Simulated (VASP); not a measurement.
Pt: single point with revPBE

The system is Pt.

```
Pt
1.0
     0.00000    1.96090    1.96090
     1.96090    0.00000    1.96090
     1.96090    1.96090    0.00000
Pt
1
Direct
  0.00000 0.00000 0.00000
```

```json
{
  "Program": "VASP 6.6.1",
  "Task": "single point",
  "Functional": "revPBE",
  "Potentials or basis": "VASP PAW PBE potentials, release 64 (Pt)",
  "Cutoff": "520 eV",
  "k mesh": "12 × 12 × 12",
  "Occupations": "fermi-dirac, width 0.05 eV",
  "Spin": "no spin polarisation",
  "Dipole correction": "no",
  "Further INCAR settings": "ALGO = Normal; EDIFF = 1e-07; NBANDS = 11"
}
```

The pressure is 12.8 GPa. The band gap on the k mesh is zero (band 5 reaches 11.83 eV, above the bottom of band 6 at 9.59 eV).

Levels at points of the mesh, in eV from the Fermi level:
```
           k point  band 2  band 3  band 4  band 5  band 6  band 7  band 8  band 9
(0.00, 0.00, 0.00)   -3.80   -3.80   -3.80   -1.65   -1.65   14.60   19.58   19.58
(0.50, 0.00, 0.00)   -3.87   -3.87   -0.48    0.02    0.02    5.85   14.17   18.97
(0.50, 0.50, 0.00)   -6.63   -0.01    0.48    0.48    1.77    8.89   11.39   11.39
```

Run time: 6.7 s on 1 thread of Intel Xeon 6975P-C (shared host), peak memory 0.15 GiB.

Caveat: the PAW data sets were made with another functional, which shifts forces and pressure a little; spin-orbit coupling is left out, which moves the levels of the heavy elements.
